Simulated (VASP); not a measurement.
# InSb (Pmmn) in VASP: electric field gradients with PBE

Aim: the electric field gradients of InSb with PBE.

Everything below comes from runs of VASP 6.6.1. Logs are shortened: lines on timing, memory, paths and dates and some standing lists are left out, and cuts for length are marked.

## (1) The cell of the first run

The structure is orthorhombic, space group Pmmn (No. 59). Conventional cell: a = 5.196 Å, b = 5.541 Å, c = 3.063 Å, α = 90.00°, β = 90.00°, γ = 90.00°. In (site symmetry mm2) has 4 Sb at 2.65 to 2.82 Å and 2 In at 3.06 Å within 3.5 Å. Within 3.5 Å of Sb (site symmetry mm2) lie 4 In at 2.65 to 2.82 Å and 2 Sb at 3.06 Å.

## (2) Electric field gradients, PBE (equal xx and yy strain of -3 %)

The input, INCAR:

```
PREC     = Accurate       # precision mode
ENCUT    = 520            # plane-wave cutoff, eV
EDIFF    = 1E-8           # SCF threshold, eV
ISMEAR   = -1             # smearing method
SIGMA    = 0.08           # smearing width, eV
LREAL    = False          # projectors in reciprocal space
LASPH    = True           # aspherical terms in the spheres
NELM     = 100            # most SCF steps
ALGO     = Normal         # electronic algorithm
ISIF     = 2              # what is computed and relaxed
LWAVE    = False          # write WAVECAR
LCHARG   = False          # write CHGCAR
GGA      = PE             # functional
LEFG     = True         
NBANDS   = 26             # bands
```

The input, KPOINTS:

```
Automatic mesh
0
Gamma
  6 6 11
```

The input, POSCAR:

```
InSb
1.0
    5.1962900000      0.0000000000      0.0000000000
    0.0000000000      5.5406400000      0.0000000000
    0.0000000000      0.0000000000      3.0630000000
In Sb
2 2
Direct
    0.0000000000      0.0000000000      0.0000000000
    0.5000000000      0.5000000000      0.0000000000
    0.5000000000      0.0000000000      0.8350000000
    0.0000000000      0.5000000000      0.1650000000
```

Potentials or basis: VASP PAW PBE potentials, release 64 (In_d, Sb).

Command:

```
cat potpaw_PBE.64/In_d/POTCAR potpaw_PBE.64/Sb/POTCAR > POTCAR
mpirun -np 1 vasp_std > vasp.out
```

OUTCAR:

```text
PREC = Accurate
   ENCUT = 520
   EDIFF = 1E-8
   ISMEAR = -1
   LREAL = False
   LASPH = True
   NELM = 100
   ISIF = 2
   GGA = PE

 ion  position               nearest neighbor table
   1  0.000  0.000  0.000-   3 2.65   3 2.65   4 2.82   4 2.82   3 3.65   3 3.65   4 3.77   4 3.77
                             2 3.80   2 3.80   2 3.80   2 3.80
   2  0.500  0.500  0.000-   4 2.65   4 2.65   3 2.82   3 2.82   4 3.65   4 3.65   3 3.77   3 3.77
                             1 3.80   1 3.80   1 3.80   1 3.80
   3  0.500  0.000  0.835-   1 2.65   1 2.65   2 2.82   2 2.82   1 3.65   1 3.65   2 3.77   2 3.77

   4  0.000  0.500  0.165-   2 2.65   2 2.65   1 2.82   1 2.82   2 3.65   2 3.65   1 3.77   1 3.77

  LATTYP: Found a simple orthorhombic cell.
 ALAT       =     3.0630000000
 B/A-ratio  =     1.6964707803
 C/A-ratio  =     1.8088932419

  Lattice vectors:

 A1 = (   0.0000000000,   0.0000000000,   3.0630000000)
 A2 = (   5.1962900000,   0.0000000000,   0.0000000000)
 A3 = (   0.0000000000,   5.5406400000,   0.0000000000)

Analysis of symmetry for initial positions (statically):
=====================================================================
 Subroutine PRICEL returns:
 Original cell was already a primitive cell.

 Routine SETGRP: Setting up the symmetry group for a
 simple orthorhombic supercell.

 Subroutine GETGRP returns: Found  8 space group operations
 (whereof  4 operations were pure point group operations)
 out of a pool of  8 trial point group operations.

The static configuration has the point symmetry C_2v.
 The point group associated with its full space group is D_2h.

Analysis of symmetry for dynamics (positions and initial velocities):
=====================================================================
 Subroutine PRICEL returns:
 Original cell was already a primitive cell.

 Routine SETGRP: Setting up the symmetry group for a
 simple orthorhombic supercell.

 Subroutine GETGRP returns: Found  8 space group operations
 (whereof  4 operations were pure point group operations)
 out of a pool of  8 trial point group operations.

The dynamic configuration has the point symmetry C_2v.
 The point group associated with its full space group is D_2h.

 Subroutine INISYM returns: Found  8 space group operations
 (whereof  4 operations are pure point group operations),
 and found     1 'primitive' translations

----------------------------------------------------------------------------------------

                                     Primitive cell

  volume of cell :      88.1861

  direct lattice vectors                    reciprocal lattice vectors
     5.196290000  0.000000000  0.000000000     0.192444994  0.000000000  0.000000000
     0.000000000  5.540640000  0.000000000     0.000000000  0.180484565  0.000000000
     0.000000000  0.000000000  3.063000000     0.000000000  0.000000000  0.326477310

  length of vectors
     5.196290000  5.540640000  3.063000000     0.192444994  0.180484565  0.326477310

  position of ions in fractional coordinates (direct lattice)
     0.000000000  0.000000000  0.000000000
     0.500000000  0.500000000  0.000000000
     0.500000000  0.000000000  0.835000000
     0.000000000  0.500000000  0.165000000

  ion indices of the primitive-cell ions
   primitive index   ion index
                 1           1
                 2           2
                 3           3
                 4           4

----------------------------------------------------------------------------------------

 KPOINTS: Automatic mesh

Automatic generation of k-mesh.
 Grid dimensions read from file:
 generate k-points for:    6    6   11

 Generating k-lattice:

  Cartesian coordinates                     Fractional coordinates (reciprocal lattice)
     0.032074166  0.000000000  0.000000000     0.166666667  0.000000000  0.000000000
     0.000000000  0.030080761  0.000000000     0.000000000  0.166666667  0.000000000
[... 46 lines left out ...]
   NGX,Y,Z   is equivalent  to a cutoff of  12.80, 12.60, 13.03 a.u.
   NGXF,Y,Z  is equivalent  to a cutoff of  25.59, 25.20, 26.05 a.u.
 SYSTEM =  unknown system
   PREC   = accura    normal or accurate (medium, high low for compatibility)
   ISTART =      0    job   : 0-new  1-cont  2-samecut
   ICHARG =      2    charge: 1-file 2-atom 10-const
   ISPIN  =      1    spin polarized calculation?
   LNONCOLLINEAR =      F non collinear calculations
   LSORBIT =      F    spin-orbit coupling
   LASPH  =      T    aspherical Exc in radial PAW
   ENCUT  =  520.0 eV  38.22 Ry    6.18 a.u.   9.66 10.30  5.70*2*pi/ulx,y,z
   NELM   =    100;   NELMIN=  2; NELMDL= -5     # of ELM steps
   EDIFF  = 0.1E-07   stopping-criterion for ELM
   LREAL  =      F    real-space projection
   EDIFFG = 0.1E-06   stopping-criterion for IOM
   NSW    =      0    number of steps for IOM
   IBRION =     -1    ionic relax: 0-MD 1-quasi-New 2-CG
   NFREE  =      0    steps in history (QN), initial steepest desc. (CG)
   ISIF   =      2    stress and relaxation
   ISYM   =      2    0-nonsym 1-usesym 2-fastsym
   POTIM  = 0.5000    time-step for ionic-motion
   TEBEG  =    0.0;   TEEND  =   0.0 temperature during run
   PSTRESS=    0.0 pullay stress
   NELECT =      36.0000    total number of electrons
   NUPDOWN=      -1.0000    fix difference up-down
   EMIN   =  10.00;   EMAX   =-10.00  energy-range for DOS
   EFERMI =   0.00;   METHOD = LEGACY
   ISMEAR =    -1;   SIGMA  =   0.08  broadening in eV -4-tet -1-fermi 0-gaus
   EFERMI_NEDOS =   21; number of points for ismear=-14 and -15
   IALGO  =     38    algorithm
   IMIX   =      4    mixing-type and parameters
     AMIX     =   0.40;   BMIX     =  1.00
     AMIX_MAG =   1.60;   BMIX_MAG =  1.00
  volume/ion in A,a.u.               =      22.05       148.78
  Fermi-wavevector in a.u.,A,eV,Ry     =   1.214439  2.294956 20.066704  1.474861
  Thomas-Fermi vector in A             =   2.349858
   LORBIT       =      0    0 simple, 1 ext, 2 COOP (PROOUT), +10 PAW based schemes
   GGA     = PE    functional components
   LHFCALC =     F    Hartree Fock is set to
   AEXX    =    0.0000 exact exchange contribution
   IVDW    =     0    specifies the selected vdW correction
   LEPSILON=     F    determine dielectric tensor
   LRPA    =     F    only Hartree local field effects (RPA)
 non-spin polarized calculation
  energy-cutoff  :      520.00
  volume of cell :       88.19
 maximum number of plane-waves:      2398
 NGX is ok and might be reduce to    40
   NGX = 19   NGY = 21   NGZ = 11

 number of electron      35.9999997 magnetization

 Free energy of the ion-electron system (eV)
  ---------------------------------------------------
  ext. energy  EPLUGINS =         0.00000000
  ---------------------------------------------------
  free energy    TOTEN  =       -11.17659539 eV

  energy without entropy =      -11.14053532  energy(sigma->0) =      -11.15856536

 E-fermi :  10.4755     XC(G=0): -11.0044

 val. band max:       10.4655236996   @ k =   0.1667   0.5000   0.0000
 cond. band min:      10.4856474932   @ k =   0.3333   0.1667   0.3636
 fundamental gap:      0.0201237936
 Fermi energy:        10.4754892430

 k-point     1 :       0.0000    0.0000    0.0000
  band No.  band energies     occupation
      1      -5.1649      2.00000
      2      -5.0622      2.00000
      3      -4.8715      2.00000
      4      -4.7199      2.00000
      5      -4.6805      2.00000
      6      -4.5084      2.00000
[... 685 lines left out ...]
     25      17.5754      0.00000
     26      17.5754      0.00000

 [... further k-points ...]

------------------------ aborting loop because EDIFF is reached ----------------------------------------

  FORCE on cell =-STRESS in cart. coord.  units (eV):
  Direction    XX          YY          ZZ          XY          YZ          ZX
  --------------------------------------------------------------------------------------
  -------------------------------------------------------------------------------------
  Total       24.3377409     12.9438597      7.4454393      0.0000000      0.0000000      0.0000000
  in kB      442.1712847    235.1657484    135.2697219      0.0000000      0.0000000      0.0000000
  external PRESSURE =     270.8689183 kB  Pullay stress =       0.0000000 kB

 VOLUME and BASIS-vectors are now :
 -----------------------------------------------------------------------------
  energy-cutoff  :      520.00
  volume of cell :       88.19
      direct lattice vectors                 reciprocal lattice vectors
     5.196290000  0.000000000  0.000000000     0.192444994  0.000000000  0.000000000
     0.000000000  5.540640000  0.000000000     0.000000000  0.180484565  0.000000000
     0.000000000  0.000000000  3.063000000     0.000000000  0.000000000  0.326477310

 POSITION                                       TOTAL-FORCE (eV/Angst)
 -----------------------------------------------------------------------------------
      0.00000      0.00000      0.00000         0.000000      0.000000      0.379353
      2.59815      2.77032      0.00000         0.000000      0.000000     -0.379353
      2.59815      0.00000      2.55761         0.000000      0.000000     -1.133226
      0.00000      2.77032      0.50539         0.000000      0.000000      1.133226
 -----------------------------------------------------------------------------------
    total drift:                               -0.000000      0.000000     -0.000000

  FREE ENERGIE OF THE ION-ELECTRON SYSTEM (eV)
  ---------------------------------------------------
  free  energy   TOTEN  =       -11.1765953906 eV

  energy  without entropy=      -11.1405353237  energy(sigma->0) =      -11.15856536

 Electric field gradients (V/A^2)
---------------------------------------------------------------------
 ion       V_xx      V_yy      V_zz      V_xy      V_xz      V_yz
---------------------------------------------------------------------
   1     -98.278     9.340    88.938    -0.000    -0.000     0.000
   2     -98.278     9.340    88.938     0.000    -0.000    -0.000
   3     -94.280   -63.343   157.624     0.000     0.000    -0.000
   4     -94.280   -63.343   157.624     0.000    -0.000     0.000
---------------------------------------------------------------------

 Electric field gradients after diagonalization (V/A^2)
 (convention: |V_zz| > |V_xx| > |V_yy|)
----------------------------------------------------------------------
 ion       V_xx      V_yy      V_zz     asymmetry (V_yy - V_xx)/ V_zz
----------------------------------------------------------------------
   1      88.938     9.340   -98.278       0.810
   2      88.938     9.340   -98.278       0.810
   3     -94.280   -63.343   157.624       0.196
   4     -94.280   -63.343   157.624       0.196
----------------------------------------------------------------------

           NMR quadrupolar parameters

 Cq : quadrupolar parameter    Cq=e*Q*V_zz/h
 eta: asymmetry parameters     (V_yy - V_xx)/ V_zz
 Q  : nuclear electric quadrupole moment in mb (millibarn)
----------------------------------------------------------------------
 ion       Cq(MHz)       eta       Q (mb)
----------------------------------------------------------------------
   1      -0.238       0.810       1.000
   2      -0.238       0.810       1.000
   3       0.381       0.196       1.000
   4       0.381       0.196       1.000
----------------------------------------------------------------------
```

Run time: 83 s. Hardware: 1 thread of AMD EPYC 9R45 (Zen 5), shared host; peak memory 0.3 GiB.

Results:

```yaml
Free_energy: -11.1766 eV
Pressure: 27.1 GPa
Largest_force: 1.133 eV/Å
Band_gap_on_the_k_mesh: zero (bands 18 and 19 overlap by 3.88 eV)
Largest_electric_field_gradient_by_atom: In -98.3; Sb +157.6 V/Å²
```

Forces on the atoms (eV/Å):
```
In   0.000  0.000  0.379
In   0.000  0.000 -0.379
Sb   0.000  0.000 -1.133
Sb   0.000  0.000  1.133
```

Levels at points of the mesh, in eV from the Fermi level:
```csv
k point,band 15,band 16,band 17,band 18,band 19,band 20,band 21,band 22
"(0.00, 0.00, 0.00)",-5.90,-3.05,-2.30,-2.10,3.07,3.92,3.98,6.84
"(0.50, 0.00, 0.00)",-4.78,-4.78,1.25,1.25,4.24,4.24,5.12,5.12
"(0.00, 0.50, 0.00)",-4.93,-4.93,-0.23,-0.23,4.16,4.16,4.54,4.54
"(0.50, 0.50, 0.00)",-0.25,-0.25,1.48,1.48,2.71,2.71,3.27,3.27
```

Electric field gradients, principal values (V/Å²):
| atom | least | middle | greatest (by size) |
| --- | --- | --- | --- |
| 1 In | 9.340 | 88.938 | -98.278 |
| 2 In | 9.340 | 88.938 | -98.278 |
| 3 Sb | -63.343 | -94.280 | 157.624 |
| 4 Sb | -63.343 | -94.280 | 157.624 |

Caveat: the cell differs from its parent crystal (equal xx and yy strain of -3 %); the stress differs along the axes, from 14 to 44 GPa; without QUAD_EFG the Cq values of the log hold for a quadrupole moment of 1 mb, not for the nuclei; spin-orbit coupling is left out, which moves the levels of the heavy elements; forces of over 1 eV/Å act on the atoms, so gaps and moduli don't describe the material at rest.

The gap in the log of VASP goes by the Fermi energy; the results here count the filled bands.